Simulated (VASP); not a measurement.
# Li2Pd (P6/mmm) in VASP: notebook, part 2 of 2

VASP 6.6.1. The steps go on from the part before.

### Step 4. Electric field gradients, LDA (volume scaled by 1.06)

Contents of INCAR:

```
PREC = Accurate ; ENCUT = 520
EDIFF = 1E-8 ; ISMEAR = -1
SIGMA = 0.08 ; LREAL = F
LASPH = T ; NELM = 80
ALGO = Normal ; ISIF = 2
LWAVE = F ; LCHARG = F
LEFG = T ; NBANDS = 15
```

Contents of KPOINTS:

```
regular mesh
0
Gamma
  11 11 15
```

Contents of POSCAR:

```
Li2Pd
1.0
    4.3095977046      0.0000000000      0.0000000000
   -2.1547988523      3.7322210923      0.0000000000
    0.0000000000      0.0000000000      2.7854802696
Li Pd
2 1
Direct
    0.3333333333      0.6666666667      0.5000000000
    0.6666666667      0.3333333333      0.5000000000
    0.0000000000      0.0000000000      0.0000000000
```

Potentials or basis: VASP PAW LDA potentials, release 64 (Li_sv, Pd).

The run is started by

```
> cat potpaw_LDA.64/Li_sv/POTCAR potpaw_LDA.64/Pd/POTCAR > POTCAR
> mpirun -np 1 vasp_std > vasp.out
```

OUTCAR:

```text
PREC = Accurate
   ENCUT = 520
   EDIFF = 1E-8
   ISMEAR = -1
   LREAL = F
   LASPH = T
   NELM = 80
   ISIF = 2

 ion  position               nearest neighbor table
   1  0.333  0.667  0.500-   2 2.49   2 2.49   2 2.49   3 2.85   3 2.85   3 2.85   3 2.85   3 2.85
                             3 2.85
   2  0.667  0.333  0.500-   1 2.49   1 2.49   1 2.49   3 2.85   3 2.85   3 2.85   3 2.85   3 2.85
                             3 2.85
   3  0.000  0.000  0.000-   1 2.85   2 2.85   1 2.85   2 2.85   2 2.85   2 2.85   1 2.85   1 2.85
                             2 2.85   2 2.85   1 2.85   1 2.85

  LATTYP: Found a hexagonal cell.
 ALAT       =     4.3095977046
 C/A-ratio  =     0.6463434549

  Lattice vectors:

 A1 = (   4.3095977046,   0.0000000000,   0.0000000000)
 A2 = (  -2.1547988523,   3.7322210923,   0.0000000000)
 A3 = (   0.0000000000,   0.0000000000,   2.7854802696)

Analysis of symmetry for initial positions (statically):
=====================================================================
 Subroutine PRICEL returns:
[... 632 lines left out ...]
 POSITION                                       TOTAL-FORCE (eV/Angst)
 -----------------------------------------------------------------------------------
     -0.00000      2.48815      1.39274        -0.000000      0.000000     -0.000000
      2.15480      1.24407      1.39274         0.000000     -0.000000      0.000000
      0.00000      0.00000      0.00000        -0.000000      0.000000      0.000000
 -----------------------------------------------------------------------------------
    total drift:                                0.000000     -0.000000      0.000000

  FREE ENERGIE OF THE ION-ELECTRON SYSTEM (eV)
  ---------------------------------------------------
  free  energy   TOTEN  =       -11.5543453850 eV

  energy  without entropy=      -11.5395550664  energy(sigma->0) =      -11.54695023

 Electric field gradients (V/A^2)
---------------------------------------------------------------------
 ion       V_xx      V_yy      V_zz      V_xy      V_xz      V_yz
---------------------------------------------------------------------
   1      -0.031    -0.031     0.061    -0.000     0.000    -0.000
   2      -0.031    -0.031     0.061    -0.000     0.000     0.000
   3      34.251    34.250   -68.501    -0.001     0.000    -0.000
---------------------------------------------------------------------

 Electric field gradients after diagonalization (V/A^2)
 (convention: |V_zz| > |V_xx| > |V_yy|)
----------------------------------------------------------------------
 ion       V_xx      V_yy      V_zz     asymmetry (V_yy - V_xx)/ V_zz
----------------------------------------------------------------------
   1      -0.031    -0.031     0.061       0.003
   2      -0.031    -0.031     0.061       0.003
   3      34.252    34.249   -68.501       0.000
----------------------------------------------------------------------

           NMR quadrupolar parameters

 Cq : quadrupolar parameter    Cq=e*Q*V_zz/h
 eta: asymmetry parameters     (V_yy - V_xx)/ V_zz
 Q  : nuclear electric quadrupole moment in mb (millibarn)
----------------------------------------------------------------------
 ion       Cq(MHz)       eta       Q (mb)
----------------------------------------------------------------------
   1       0.000       0.003       1.000
   2       0.000       0.003       1.000
   3      -0.166       0.000       1.000
----------------------------------------------------------------------
```

OSZICAR:

```text
N       E                     dE             d eps       ncg     rms          rms(c)
DAV:   1     0.765676142882E+02    0.76568E+02   -0.69146E+03  3840   0.107E+03
DAV:   2    -0.410898083188E+01   -0.80677E+02   -0.72791E+02  4575   0.239E+02
DAV:   3    -0.117491257092E+02   -0.76401E+01   -0.74702E+01  7318   0.472E+01
DAV:   4    -0.118625605760E+02   -0.11343E+00   -0.11333E+00  4379   0.845E+00
DAV:   5    -0.118645515036E+02   -0.19909E-02   -0.19907E-02  5634   0.878E-01    0.467E+00
DAV:   6    -0.117020275378E+02    0.16252E+00   -0.15555E+00  4218   0.117E+01    0.206E+00
DAV:   7    -0.115659990566E+02    0.13603E+00   -0.27025E-01  4190   0.504E+00    0.695E-01
DAV:   8    -0.115554840821E+02    0.10515E-01   -0.15223E-02  5653   0.746E-01    0.289E-01
DAV:   9    -0.115543240868E+02    0.11600E-02   -0.51914E-03  4843   0.632E-01    0.734E-02
DAV:  10    -0.115543481547E+02   -0.24068E-04   -0.12157E-04  4967   0.980E-02    0.160E-02
DAV:  11    -0.115543454727E+02    0.26820E-05   -0.15410E-05  5059   0.372E-02    0.339E-03
DAV:  12    -0.115543453849E+02    0.87795E-07   -0.52383E-07  5083   0.637E-03    0.479E-04
DAV:  13    -0.115543453850E+02   -0.14688E-09   -0.53600E-08  5005   0.170E-03
   1 F= -.11554345E+02 E0= -.11546950E+02  d E =-.147903E-01
```

stdout:

```text
POSCAR found type information on POSCAR LiPd
 POSCAR found :  2 types and       3 ions
 scaLAPACK will be used
 LDA part: xc-table for (Slater(with rela. corr.)+CA(PZ))
 , standard interpolation
 POSCAR, INCAR and KPOINTS ok, starting setup
 FFT: planning ... GRIDC
 FFT: planning ... GRID_SOFT
 FFT: planning ... GRID
 WAVECAR not read
 entering main loop
ion   1

ion   2

ion   3
```

It took 26 s on 1 thread of Intel Xeon 6975P-C (Granite Rapids), shared host; peak memory 0.2 GiB.

What came out:

| Item | Value |
| --- | --- |
| Free energy | -11.5543 eV |
| Band gap on the k mesh | zero (band 8 reaches 5.11 eV, above the bottom of band 9 at 2.84 eV) |

Electric field gradients, principal values (V/Å²):
```tsv
atom	least	middle	greatest (by size)
1 Li	-0.031	-0.031	0.061
2 Li	-0.031	-0.031	0.061
3 Pd	34.249	34.252	-68.501
```

Caveat: without QUAD_EFG the Cq values of the log hold for a quadrupole moment of 1 mb, not for the nuclei.

### Step 5. Electric field gradients, LDA (volume scaled by 1.06)

Contents of INCAR:

```
SYSTEM = Li2Pd
  PREC = Accurate
  ENCUT = 520
  EDIFF = 1E-8
  ISMEAR = -1
  SIGMA = 0.08
  LREAL = .FALSE.
  LASPH = .TRUE.
  NELM = 80
  ALGO = Normal
  ISIF = 2
  LWAVE = .FALSE.
  LCHARG = .FALSE.
  GGA = CA
  LEFG = .TRUE.
  NBANDS = 15
```

Contents of KPOINTS:

```
Automatic mesh
0
G
  11 11 15
  0 0 0
```

POSCAR is that of step 4.

Potentials or basis: VASP PAW LDA potentials, release 64 (Li_sv, Pd).

The run is started by

```
> cat potpaw_LDA.64/Li_sv/POTCAR potpaw_LDA.64/Pd/POTCAR > POTCAR
> mpirun -np 1 vasp_std > vasp.out
```

OUTCAR:

```text
SYSTEM = Li2Pd
   PREC = Accurate
   ENCUT = 520
   EDIFF = 1E-8
   ISMEAR = -1
   LREAL = .FALSE.
   LASPH = .TRUE.
   NELM = 80
   ISIF = 2
   GGA = CA

 ion  position               nearest neighbor table
   1  0.333  0.667  0.500-   2 2.49   2 2.49   2 2.49   3 2.85   3 2.85   3 2.85   3 2.85   3 2.85
                             3 2.85
   2  0.667  0.333  0.500-   1 2.49   1 2.49   1 2.49   3 2.85   3 2.85   3 2.85   3 2.85   3 2.85
                             3 2.85
   3  0.000  0.000  0.000-   1 2.85   2 2.85   1 2.85   2 2.85   2 2.85   2 2.85   1 2.85   1 2.85
                             2 2.85   2 2.85   1 2.85   1 2.85

  LATTYP: Found a hexagonal cell.
 ALAT       =     4.3095977046
 C/A-ratio  =     0.6463434549

  Lattice vectors:

 A1 = (   4.3095977046,   0.0000000000,   0.0000000000)
 A2 = (  -2.1547988523,   3.7322210923,   0.0000000000)
 A3 = (   0.0000000000,   0.0000000000,   2.7854802696)

Analysis of symmetry for initial positions (statically):
=====================================================================
[... 632 lines left out ...]

 POSITION                                       TOTAL-FORCE (eV/Angst)
 -----------------------------------------------------------------------------------
     -0.00000      2.48815      1.39274        -0.000000      0.000000     -0.000000
      2.15480      1.24407      1.39274         0.000000     -0.000000      0.000000
      0.00000      0.00000      0.00000        -0.000000      0.000000      0.000000
 -----------------------------------------------------------------------------------
    total drift:                                0.000000     -0.000000      0.000000

  FREE ENERGIE OF THE ION-ELECTRON SYSTEM (eV)
  ---------------------------------------------------
  free  energy   TOTEN  =       -11.5543453850 eV

  energy  without entropy=      -11.5395550664  energy(sigma->0) =      -11.54695023

 Electric field gradients (V/A^2)
---------------------------------------------------------------------
 ion       V_xx      V_yy      V_zz      V_xy      V_xz      V_yz
---------------------------------------------------------------------
   1      -0.031    -0.031     0.061    -0.000     0.000    -0.000
   2      -0.031    -0.031     0.061    -0.000     0.000     0.000
   3      34.251    34.250   -68.501    -0.001     0.000    -0.000
---------------------------------------------------------------------

 Electric field gradients after diagonalization (V/A^2)
 (convention: |V_zz| > |V_xx| > |V_yy|)
----------------------------------------------------------------------
 ion       V_xx      V_yy      V_zz     asymmetry (V_yy - V_xx)/ V_zz
----------------------------------------------------------------------
   1      -0.031    -0.031     0.061       0.003
   2      -0.031    -0.031     0.061       0.003
   3      34.252    34.249   -68.501       0.000
----------------------------------------------------------------------

           NMR quadrupolar parameters

 Cq : quadrupolar parameter    Cq=e*Q*V_zz/h
 eta: asymmetry parameters     (V_yy - V_xx)/ V_zz
 Q  : nuclear electric quadrupole moment in mb (millibarn)
----------------------------------------------------------------------
 ion       Cq(MHz)       eta       Q (mb)
----------------------------------------------------------------------
   1       0.000       0.003       1.000
   2       0.000       0.003       1.000
   3      -0.166       0.000       1.000
----------------------------------------------------------------------
```

stdout:

```text
POSCAR found type information on POSCAR LiPd
 POSCAR found :  2 types and       3 ions
 scaLAPACK will be used
 LDA part: xc-table for (Slater(with rela. corr.)+CA(PZ))
 , standard interpolation
 POSCAR, INCAR and KPOINTS ok, starting setup
 FFT: planning ... GRIDC
 FFT: planning ... GRID_SOFT
 FFT: planning ... GRID
 WAVECAR not read
 entering main loop
ion   1

ion   2

ion   3
```

Run time: 26 s. Hardware: 1 thread of Intel Xeon 6975P-C (Granite Rapids), shared host; peak memory 0.2 GiB.

What came out:

| Property | Result |
| --- | --- |
| Free energy | -11.5543 eV |
| Band gap on the k mesh | zero (band 8 reaches 5.11 eV, above the bottom of band 9 at 2.84 eV) |

Levels at points of the mesh, in eV from the Fermi level:
| k point | band 5 | band 6 | band 7 | band 8 | band 9 | band 10 | band 11 | band 12 |
| --- | --- | --- | --- | --- | --- | --- | --- | --- |
| (0.00, 0.00, 0.00) | -2.71 | -2.71 | -1.04 | -1.04 | 4.04 | 4.04 | 5.30 | 5.30 |

Electric field gradients, principal values (V/Å²):
```
atom   least  middle  greatest (by size)
1 Li  -0.031  -0.031               0.061
2 Li  -0.031  -0.031               0.061
3 Pd  34.249  34.252             -68.501
```

Caveat: without QUAD_EFG the Cq values of the log hold for a quadrupole moment of 1 mb, not for the nuclei.

### Step 6. Summary

```csv
cell,gap on the mesh (eV)
"a = 4.255, b = 4.255, c = 2.750 Å, angles 90.0, 90.0, 120.0°, 3 atoms",none
"a = 4.227, b = 4.227, c = 2.787 Å, angles 90.0, 90.0, 120.0°, 3 atoms",none
"a = 4.310, b = 4.310, c = 2.785 Å, angles 90.0, 90.0, 120.0°, 3 atoms",none
```

Alike in all rows: task electric field gradients; level LDA; potentials or basis VASP PAW LDA potentials, release 64 (Li_sv, Pd); no spin polarisation; k mesh 11 × 11 × 15; cutoff (eV) 520; smearing fermi-dirac 0.08 eV.

Total energies depend on the potentials used, so only differences within one code and one set of settings carry meaning.
